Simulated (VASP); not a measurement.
CoO: single point with PBEsol

Crystal: CoO.

```
CELL_PARAMETERS angstrom
2.85121 0.00000 0.00000
-1.42561 2.46922 0.00000
0.00000 0.00000 5.13519
ATOMIC_POSITIONS crystal
Co 0.00000 0.00000 0.00000
Co 0.00000 0.00000 0.50000
O 0.33333 0.66667 0.25000
O 0.66667 0.33333 0.75000
```

```yaml
Program: VASP 6.6.1
Task: single point
Functional: PBEsol
Potentials_or_basis: VASP PAW PBE potentials, release 64 (Co, O)
Cutoff: 520 eV
k_mesh: 18 × 18 × 10
Occupations: gaussian, width 0.1 eV
Spin: collinear spin, antiferromagnetic start
Starting_moments: "[3.0, -3.0, 0.0, 0.0] μB"
```

```
Pressure                                              : -4.0 GPa
Band gap on the k mesh                                : zero (filled and empty bands overlap)
Net moment                                            : 0.00 μB per cell
Site moments                                          : Co +2.28, -2.28; O +0.00 μB
Valence electrons inside the program's atomic spheres : Co 7.98; O 4.96
```

Stress tensor (GPa, compression positive):
```
-6.91  0.00  0.00
 0.00 -6.91  0.00
 0.00  0.00  1.72
```

Levels at points of the mesh, in eV from the Fermi level:
Spin up:
| k point | band 12 | band 13 | band 14 | band 15 | band 16 | band 17 | band 18 | band 19 |
| --- | --- | --- | --- | --- | --- | --- | --- | --- |
| (0.00, 0.00, 0.00) | -2.04 | -2.04 | -0.53 | -0.53 | -0.14 | 1.50 | 1.56 | 1.56 |
| (0.50, 0.00, 0.00) | -1.65 | -1.52 | -0.68 | 0.13 | 0.33 | 1.76 | 1.86 | 5.98 |
| (0.00, 0.00, 0.50) | -0.91 | -0.75 | -0.75 | -0.74 | -0.74 | 1.21 | 1.21 | 4.06 |
| (0.50, 0.00, 0.50) | -1.65 | -0.88 | -0.71 | 0.11 | 0.20 | 1.29 | 1.57 | 6.00 |
Spin down:
| k point | band 12 | band 13 | band 14 | band 15 | band 16 | band 17 | band 18 | band 19 |
| --- | --- | --- | --- | --- | --- | --- | --- | --- |
| (0.00, 0.00, 0.00) | -2.04 | -2.04 | -0.53 | -0.53 | -0.14 | 1.50 | 1.56 | 1.56 |
| (0.50, 0.00, 0.00) | -1.65 | -1.52 | -0.68 | 0.13 | 0.33 | 1.76 | 1.86 | 5.98 |
| (0.00, 0.00, 0.50) | -0.91 | -0.75 | -0.75 | -0.74 | -0.74 | 1.21 | 1.21 | 4.06 |
| (0.50, 0.00, 0.50) | -1.65 | -0.88 | -0.71 | 0.11 | 0.20 | 1.29 | 1.57 | 6.00 |

Run time: 7.7 min on 1 thread of Oxide Virtual Turin-like Processor (shared host), peak memory 0.37 GiB.

Caveat: the cell stands under tension; the PAW data sets were made with another functional, which shifts forces and pressure a little; semilocal functionals often make such compounds metallic where correlation or magnetic order opens a gap, which also shifts bond lengths. With open d or f shells a metallic result of PBEsol can be an artefact of self-interaction; +U or a hybrid may open a gap.
